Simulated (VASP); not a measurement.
Input of a VASP 6.6.1 run:

The input INCAR:

```
PREC     = Accurate       # precision mode
ENCUT    = 520            # plane-wave cutoff, eV
EDIFF    = 1E-6           # SCF threshold, eV
ISMEAR   = -1             # smearing method
SIGMA    = 0.05           # smearing width, eV
LREAL    = F              # projectors in reciprocal space
LASPH    = T              # aspherical terms in the spheres
NELM     = 150            # most SCF steps
ALGO     = Normal         # electronic algorithm
ISIF     = 2              # what is computed and relaxed
LWAVE    = F              # write WAVECAR
LCHARG   = F              # write CHGCAR
ISPIN    = 2              # spin polarisation
MAGMOM   = 1.5            # initial moments
LORBIT   = 11             # projections on sites
LMAXMIX  = 4              # l up to which the mixer works
GGA      = PE             # functional
NBANDS   = 15             # bands
```

File KPOINTS:

```
regular mesh
0
Gamma
  20 20 20
```

The input POSCAR:

```
Ni
1.0
    0.0000000000      1.7679500000      1.7856295000
    1.7679500000      0.0000000000      1.7856295000
    1.7679500000      1.7679500000      0.0000000000
Ni
1
Direct
    0.0000000000      0.0000000000      0.0000000000
```

Potentials or basis: VASP PAW PBE potentials, release 64 (Ni).

The run is started by

```console
$ cat potpaw_PBE.64/Ni/POTCAR > POTCAR
$ mpirun -np 1 vasp_std > vasp.out
```

(1) What does it give for the site moments?

(2) Estimate the pressure.

(3) Estimate the net moment.

## Answers

(1) Ni +0.65 μB.

(2) -4.6 GPa.

(3) 0.63 μB per cell.

Caveat: the cell differs from its parent crystal (zz strain of +1 %); the cell stands under tension.
